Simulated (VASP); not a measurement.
Input of a VASP 6.6.1 run:

The input INCAR:

```
PREC = Accurate
ENCUT = 520
EDIFF = 1E-6
ISMEAR = 0
SIGMA = 0.02
LREAL = False
LASPH = True
NELM = 100
ALGO = Normal
ISIF = 2
LWAVE = False
LCHARG = True
GGA = PS
LELF = True
LVHAR = True
NBANDS = 28
```

Contents of KPOINTS:

```
Automatic mesh
0
Gamma
  8 8 6
```

The input POSCAR:

```
SnSe
1.0
    2.1550000000     -5.8525000000      0.0000000000
    2.1550000000      5.8525000000      0.0000000000
    0.0000000000      0.0000000000      4.3180000000
Sn Se
2 2
Direct
    0.8929351270      0.1119372628      0.2302292728
    0.1200000000      0.8800000000      0.7500000000
    0.6440000000      0.3560000000      0.2500000000
    0.3560000000      0.6440000000      0.7500000000
```

Potentials or basis: VASP PAW PBE potentials, release 64 (Sn_d, Se).

The run is started by

```console
$ cat potpaw_PBE.64/Sn_d/POTCAR potpaw_PBE.64/Se/POTCAR > POTCAR
$ mpirun -np 1 vasp_std > vasp.out
```

Problem. What does it give for the band gap on the k mesh?

Solution. 0.22 eV, indirect (least direct gap 0.26 eV).

Problem. What does it give for the largest force?

Solution. 0.668 eV/Å.

Problem. Estimate the pressure.

Solution. -3.9 GPa.

Stress tensor (GPa, compression positive):
```
-4.14  0.01 -0.01
 0.01 -3.78  0.05
-0.01  0.05 -3.92
```

Caveat: the cell differs from its parent crystal (one atom moved); the PAW data sets were made with another functional, which shifts forces and pressure a little; spin-orbit coupling is left out, which moves the levels of the heavy elements. A k mesh can miss the band edges.
